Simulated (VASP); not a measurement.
# ZnSn3 (P6_3/mmc) in VASP: single point with LDA

Aim: the single point of ZnSn3 with LDA.

Everything below comes from runs of VASP 6.6.1. Logs are shortened: lines on timing, memory, paths and dates and some standing lists are left out, and cuts for length are marked.

### 1 The cell of the first run

It takes space group P6_3/mmc (No. 194, hexagonal). Conventional cell: a = 6.355 Å, b = 6.355 Å, c = 5.277 Å, α = 90.00°, β = 90.00°, γ = 120.00°. Zn (site symmetry -6m2) has 12 Sn at 3.18 to 3.19 Å within 4.2 Å. Within 4.1 Å of Sn (site symmetry mm2) lie 8 Sn at 3.11 to 3.25 Å and 4 Zn at 3.18 to 3.19 Å.

### 2 Single point, LDA

The input, INCAR:

```
SYSTEM = ZnSn3
ALGO     = Normal         ! electronic algorithm
EDIFF    = 1E-7           ! SCF threshold, eV
ENCUT    = 520            ! plane-wave cutoff, eV
ISIF     = 2              ! what is computed and relaxed
ISMEAR   = 1              ! smearing method
LASPH    = .TRUE.         ! aspherical terms in the spheres
LCHARG   = .FALSE.        ! write CHGCAR
LREAL    = .FALSE.        ! projectors in reciprocal space
LWAVE    = .FALSE.        ! write WAVECAR
NBANDS   = 64             ! bands
NELM     = 100            ! most SCF steps
PREC     = Accurate       ! precision mode
SIGMA    = 0.1            ! smearing width, eV
```

The input, KPOINTS:

```
k-points
0
G
  5 5 5
  0 0 0
```

The input, POSCAR:

```
ZnSn3
1.0
    6.3546443448      0.0000000000      0.0000000000
   -3.1773221724      5.5032834346      0.0000000000
    0.0000000000      0.0000000000      5.2771879050
Zn Sn
2 6
Direct
    0.6666666667      0.3333333333      0.2500000000
    0.3333333333      0.6666666667      0.7500000000
    0.3408408513      0.1704204257      0.7500000000
    0.8295795743      0.1704204257      0.7500000000
    0.8295795743      0.6591591487      0.7500000000
    0.6591591487      0.8295795743      0.2500000000
    0.1704204257      0.8295795743      0.2500000000
    0.1704204257      0.3408408513      0.2500000000
```

Potentials or basis: VASP PAW LDA potentials, release 64 (Zn, Sn_d).

The run is started by

```console
$ cat potpaw_LDA.64/Zn/POTCAR potpaw_LDA.64/Sn_d/POTCAR > POTCAR
$ mpirun -np 1 vasp_std > vasp.out
```

OUTCAR:

```text
SYSTEM = ZnSn3
   EDIFF = 1E-7
   ENCUT = 520
   ISIF = 2
   ISMEAR = 1
   LASPH = .TRUE.
   LREAL = .FALSE.
   NELM = 100
   PREC = Accurate

 ion  position               nearest neighbor table
   1  0.667  0.333  0.250-   6 3.18   7 3.18   7 3.18   6 3.18   8 3.18   8 3.18   4 3.19   4 3.19
                             5 3.19   5 3.19   3 3.19   3 3.19
   2  0.333  0.667  0.750-   3 3.18   4 3.18   4 3.18   3 3.18   5 3.18   5 3.18   7 3.19   7 3.19
                             8 3.19   8 3.19   6 3.19   6 3.19
   3  0.341  0.170  0.750-   5 3.11   4 3.11   2 3.18   2 3.18   1 3.19   1 3.19   8 3.24   8 3.24
                             7 3.24   7 3.24   5 3.25   4 3.25
   4  0.830  0.170  0.750-   5 3.11   3 3.11   2 3.18   2 3.18   1 3.19   1 3.19   6 3.24   6 3.24
                             8 3.24   8 3.24   5 3.25   3 3.25
   5  0.830  0.659  0.750-   3 3.11   4 3.11   2 3.18   2 3.18   1 3.19   1 3.19   6 3.24   6 3.24
                             7 3.24   7 3.24   4 3.25   3 3.25
   6  0.659  0.830  0.250-   8 3.11   7 3.11   1 3.18   1 3.18   2 3.19   2 3.19   5 3.24   5 3.24
                             4 3.24   4 3.24   8 3.25   7 3.25
   7  0.170  0.830  0.250-   8 3.11   6 3.11   1 3.18   1 3.18   2 3.19   2 3.19   3 3.24   3 3.24
                             5 3.24   5 3.24   8 3.25   6 3.25
   8  0.170  0.341  0.250-   6 3.11   7 3.11   1 3.18   1 3.18   2 3.19   2 3.19   3 3.24   3 3.24
                             4 3.24   4 3.24   7 3.25   6 3.25

  LATTYP: Found a hexagonal cell.
 ALAT       =     6.3546443448
 C/A-ratio  =     0.8304458312

  Lattice vectors:

 A1 = (   6.3546443448,   0.0000000000,   0.0000000000)
 A2 = (  -3.1773221724,   5.5032834346,   0.0000000000)
 A3 = (   0.0000000000,   0.0000000000,   5.2771879050)

Analysis of symmetry for initial positions (statically):
=====================================================================
 Subroutine PRICEL returns:
 Original cell was already a primitive cell.

 Routine SETGRP: Setting up the symmetry group for a
 hexagonal supercell.

 Subroutine GETGRP returns: Found 24 space group operations
 (whereof 12 operations were pure point group operations)
 out of a pool of 24 trial point group operations.

The static configuration has the point symmetry D_3d.
 The point group associated with its full space group is D_6h.

Analysis of symmetry for dynamics (positions and initial velocities):
=====================================================================
 Subroutine PRICEL returns:
 Original cell was already a primitive cell.

 Routine SETGRP: Setting up the symmetry group for a
 hexagonal supercell.

 Subroutine GETGRP returns: Found 24 space group operations
 (whereof 12 operations were pure point group operations)
 out of a pool of 24 trial point group operations.

The dynamic configuration has the point symmetry D_3d.
 The point group associated with its full space group is D_6h.

 Subroutine INISYM returns: Found 24 space group operations
 (whereof 12 operations are pure point group operations),
 and found     1 'primitive' translations

----------------------------------------------------------------------------------------

                                     Primitive cell

  volume of cell :     184.5507

  direct lattice vectors                    reciprocal lattice vectors
     6.354644345  0.000000000  0.000000000     0.157365219  0.090854852  0.000000000
    -3.177322172  5.503283435  0.000000000     0.000000000  0.181709703  0.000000000
     0.000000000  0.000000000  5.277187905     0.000000000  0.000000000  0.189494863

  length of vectors
     6.354644345  6.354644345  5.277187905     0.181709703  0.181709703  0.189494863

  position of ions in fractional coordinates (direct lattice)
     0.666666667  0.333333333  0.250000000
     0.333333333  0.666666667  0.750000000
     0.340840851  0.170420426  0.750000000
     0.829579574  0.170420426  0.750000000
     0.829579574  0.659159149  0.750000000
     0.659159149  0.829579574  0.250000000
     0.170420426  0.829579574  0.250000000
     0.170420426  0.340840851  0.250000000

  ion indices of the primitive-cell ions
   primitive index   ion index
                 1           1
                 2           2
                 3           3
                 4           4
                 5           5
                 6           6
                 7           7
                 8           8

----------------------------------------------------------------------------------------

 KPOINTS: k-points

Automatic generation of k-mesh.
 Grid dimensions read from file:
 generate k-points for:    5    5    5

 Generating k-lattice:

  Cartesian coordinates                     Fractional coordinates (reciprocal lattice)
     0.031473044  0.018170970  0.000000000     0.200000000 -0.000000000  0.000000000
     0.000000000  0.036341941  0.000000000     0.000000000  0.200000000  0.000000000
     0.000000000  0.000000000  0.037898973     0.000000000  0.000000000  0.200000000

  Length of vectors
     0.036341941  0.036341941  0.037898973

  Shift w.r.t. Gamma in fractional coordinates (k-lattice)
     0.000000000  0.000000000  0.000000000

 Subroutine IBZKPT returns following result:
 ===========================================

 Found     15 irreducible k-points:

 Following reciprocal coordinates:
            Coordinates               Weight
  0.000000  0.000000  0.000000      1.000000
  0.200000  0.000000  0.000000      6.000000
  0.400000  0.000000  0.000000      6.000000
  0.200000  0.200000  0.000000      6.000000
  0.400000  0.200000  0.000000      6.000000
  0.000000  0.000000  0.200000      2.000000
  0.200000  0.000000  0.200000     12.000000
  0.400000  0.000000  0.200000     12.000000
  0.200000  0.200000  0.200000     12.000000
  0.400000  0.200000  0.200000     12.000000
  0.000000  0.000000  0.400000      2.000000
  0.200000  0.000000  0.400000     12.000000
  0.400000  0.000000  0.400000     12.000000
  0.200000  0.200000  0.400000     12.000000
  0.400000  0.200000  0.400000     12.000000
   k-points           NKPTS =     15   k-points in BZ     NKDIM =     15   number of bands    NBANDS=     64
   number of dos      NEDOS =    301   number of ions     NIONS =      8
   total plane-waves  NPLWV =  92160
   dimension x,y,z NGX =    48 NGY =   48 NGZ =   40
   dimension x,y,z NGXF=    96 NGYF=   96 NGZF=   80
   ions per type =               2   6
   NGX,Y,Z   is equivalent  to a cutoff of  12.56, 12.56, 12.60 a.u.
   NGXF,Y,Z  is equivalent  to a cutoff of  25.11, 25.11, 25.20 a.u.
 SYSTEM =  ZnSn3
   PREC   = accura    normal or accurate (medium, high low for compatibility)
   ISTART =      0    job   : 0-new  1-cont  2-samecut
   ICHARG =      2    charge: 1-file 2-atom 10-const
   ISPIN  =      1    spin polarized calculation?
   LNONCOLLINEAR =      F non collinear calculations
   LSORBIT =      F    spin-orbit coupling
   LASPH  =      T    aspherical Exc in radial PAW
   ENCUT  =  520.0 eV  38.22 Ry    6.18 a.u.  11.82 11.82  9.81*2*pi/ulx,y,z
   NELM   =    100;   NELMIN=  2; NELMDL= -5     # of ELM steps
   EDIFF  = 0.1E-06   stopping-criterion for ELM
   LREAL  =      F    real-space projection
   EDIFFG = 0.1E-05   stopping-criterion for IOM
   NSW    =      0    number of steps for IOM
   IBRION =     -1    ionic relax: 0-MD 1-quasi-New 2-CG
   NFREE  =      0    steps in history (QN), initial steepest desc. (CG)
   ISIF   =      2    stress and relaxation
   ISYM   =      2    0-nonsym 1-usesym 2-fastsym
   POTIM  = 0.5000    time-step for ionic-motion
   TEBEG  =    0.0;   TEEND  =   0.0 temperature during run
   PSTRESS=    0.0 pullay stress
   NELECT =     108.0000    total number of electrons
   NUPDOWN=      -1.0000    fix difference up-down
   EMIN   =  10.00;   EMAX   =-10.00  energy-range for DOS
   EFERMI =   0.00;   METHOD = LEGACY
   ISMEAR =     1;   SIGMA  =   0.10  broadening in eV -4-tet -1-fermi 0-gaus
   EFERMI_NEDOS =   21; number of points for ismear=-14 and -15
   IALGO  =     38    algorithm
   IMIX   =      4    mixing-type and parameters
     AMIX     =   0.40;   BMIX     =  1.00
     AMIX_MAG =   1.60;   BMIX_MAG =  1.00
  volume/ion in A,a.u.               =      23.07       155.68
  Fermi-wavevector in a.u.,A,eV,Ry     =   1.369339  2.587675 25.512124  1.875088
  Thomas-Fermi vector in A             =   2.495223
   LORBIT       =      0    0 simple, 1 ext, 2 COOP (PROOUT), +10 PAW based schemes
   GGA     = CA    functional components
   LHFCALC =     F    Hartree Fock is set to
   AEXX    =    0.0000 exact exchange contribution
   IVDW    =     0    specifies the selected vdW correction
   LEPSILON=     F    determine dielectric tensor
   LRPA    =     F    only Hartree local field effects (RPA)
 non-spin polarized calculation
 Methfessel and Paxton  Order N= 1 SIGMA  =   0.10
  energy-cutoff  :      520.00
  volume of cell :      184.55
 maximum number of plane-waves:      4981
 NGX is ok and might be reduce to    48
   NGX = 23   NGY = 23   NGZ = 19

 number of electron     107.9999978 magnetization

 Free energy of the ion-electron system (eV)
  ---------------------------------------------------
  ext. energy  EPLUGINS =         0.00000000
  ---------------------------------------------------
  free energy    TOTEN  =       -29.51782766 eV

  energy without entropy =      -29.51608044  energy(sigma->0) =      -29.51724526

 E-fermi :   7.6430     XC(G=0): -11.0403

 val. band max:        7.6269899395   @ k =   0.2000   0.2000   0.4000
 cond. band min:       7.6586965425   @ k =   0.0000   0.0000   0.0000
 fundamental gap:      0.0317066030
 Fermi energy:         7.6430374227

 k-point     1 :       0.0000    0.0000    0.0000
  band No.  band energies     occupation
      1     -14.0167      2.00000
      2     -13.9894      2.00000
      3     -13.9894      2.00000
      4     -13.9542      2.00000
      5     -13.9449      2.00000
      6     -13.9233      2.00000
[... 56 lines left out ...]
     63      11.3173      0.00000
     64      11.3173      0.00000

 k-point     2 :       0.2000    0.0000    0.0000
  band No.  band energies     occupation
      1     -13.9997      2.00000
      2     -13.9802      2.00000
      3     -13.9642      2.00000
      4     -13.9424      2.00000
      5     -13.9339      2.00000
      6     -13.9153      2.00000
[... 927 lines left out ...]
     63      11.1685      0.00000
     64      11.5061      0.00000

------------------------ aborting loop because EDIFF is reached ----------------------------------------

  FORCE on cell =-STRESS in cart. coord.  units (eV):
  Direction    XX          YY          ZZ          XY          YZ          ZX
  --------------------------------------------------------------------------------------
  -------------------------------------------------------------------------------------
  Total        0.7523970      0.7523970     -1.3451053      0.0000000      0.0000000     -0.0000000
  in kB        6.5319362      6.5319362    -11.6775350      0.0000000      0.0000000     -0.0000000
  external PRESSURE =       0.4621125 kB  Pullay stress =       0.0000000 kB

 VOLUME and BASIS-vectors are now :
 -----------------------------------------------------------------------------
  energy-cutoff  :      520.00
  volume of cell :      184.55
      direct lattice vectors                 reciprocal lattice vectors
     6.354644345  0.000000000  0.000000000     0.157365219  0.090854852  0.000000000
    -3.177322172  5.503283435  0.000000000     0.000000000  0.181709703  0.000000000
     0.000000000  0.000000000  5.277187905     0.000000000  0.000000000  0.189494863

 POSITION                                       TOTAL-FORCE (eV/Angst)
 -----------------------------------------------------------------------------------
      3.17732      1.83443      1.31930         0.000000      0.000000      0.000000
     -0.00000      3.66886      3.95789        -0.000000      0.000000      0.000000
      1.62444      0.93787      3.95789        -0.008441     -0.004873      0.000000
      4.73020      0.93787      3.95789         0.008441     -0.004873      0.000000
      3.17732      3.62754      3.95789        -0.000000      0.009747     -0.000000
      1.55288      4.56541      1.31930         0.008441      0.004873      0.000000
     -1.55288      4.56541      1.31930        -0.008441      0.004873      0.000000
      0.00000      1.87574      1.31930         0.000000     -0.009747      0.000000
 -----------------------------------------------------------------------------------
    total drift:                               -0.000000      0.000000     -0.000000

  FREE ENERGIE OF THE ION-ELECTRON SYSTEM (eV)
  ---------------------------------------------------
  free  energy   TOTEN  =       -29.5178276647 eV

  energy  without entropy=      -29.5160804445  energy(sigma->0) =      -29.51724526
```

Run time: 2.9 min. Hardware: 1 thread of Intel Xeon Platinum 8175M at 2.50GHz (Skylake/Cascade Lake), shared host; peak memory 0.3 GiB.

Results:

| Item | Value |
| --- | --- |
| Free energy | -29.5178 eV |
| Pressure | 0.0 GPa |
| Largest force | 0.010 eV/Å |
| Band gap on the k mesh | zero (band 54 reaches 8.45 eV, above the bottom of band 55 at 6.11 eV) |

Forces in eV/Å, atoms in the order of the input:
```
Zn   0.000  0.000  0.000
Zn   0.000  0.000  0.000
Sn  -0.008 -0.005  0.000
Sn   0.008 -0.005  0.000
Sn   0.000  0.010  0.000
Sn   0.008  0.005  0.000
Sn  -0.008  0.005  0.000
Sn   0.000 -0.010  0.000
```

Caveat: spin-orbit coupling is left out, which moves the levels of the heavy elements.
